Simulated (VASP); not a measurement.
Write the native input for VASP 6.6.1 that does the following.

| Quantity | Value |
| --- | --- |
| Task | single point |
| Functional | PBE |
| Potentials or basis | VASP PAW PBE potentials, release 64 (Mo_sv, S) |
| Cutoff | 520 eV |
| k mesh | 12 × 12 × 2 |
| Occupations | gaussian, width 0.02 eV |
| Spin | no spin polarisation |
| Dipole correction | no |
| Further INCAR settings | ALGO = Normal; EDIFF = 1e-06; NBANDS = 35 |

The structure of MoS2 lies in POSCAR:

```
MoS2
1.0
    3.1510455497      0.0000000000      0.0000000000
   -1.5755227748      2.7288854945      0.0000000000
    0.0000000000      0.0000000000     12.1343089416
Mo S
2 4
Direct
    0.6666666667      0.3333333333      0.2500000000
    0.3333333333      0.6666666667      0.7500000000
    0.6666666667      0.3333333333      0.6209743383
    0.3333333333      0.6666666667      0.3790256617
    0.6666666667      0.3333333333      0.8790256617
    0.3333333333      0.6666666667      0.1209743383
```

One way to write it, as run:

INCAR

```
SYSTEM = MoS2
  PREC = Accurate
  ENCUT = 520
  EDIFF = 1E-6
  ISMEAR = 0
  SIGMA = 0.02
  LREAL = .False.
  LASPH = .True.
  NELM = 80
  ALGO = Normal
  ISIF = 2
  LWAVE = .False.
  LCHARG = .True.
  GGA = PE
  LELF = .True.
  LVHAR = .True.
  NBANDS = 35
```

KPOINTS

```
regular mesh
0
Gamma
  12 12 2
  0 0 0
```

Potentials or basis: VASP PAW PBE potentials, release 64 (Mo_sv, S).

Run with:

```bash
$ cat potpaw_PBE.64/Mo_sv/POTCAR potpaw_PBE.64/S/POTCAR > POTCAR
$ mpirun -np 1 vasp_std > vasp.out
```

It gave:

- Pressure: 3.8 GPa
- Largest force: 0.015 eV/Å
- Band gap on the k mesh: 0.82 eV, indirect (least direct gap 1.70 eV)

Caveat: this functional lacks dispersion, which binds the layers, so the pressure and a relaxed spacing across them are unreliable.

Run time: 2.5 min on 1 thread of Intel Xeon 6975P-C, with other jobs on the host, peak memory 0.28 GiB.
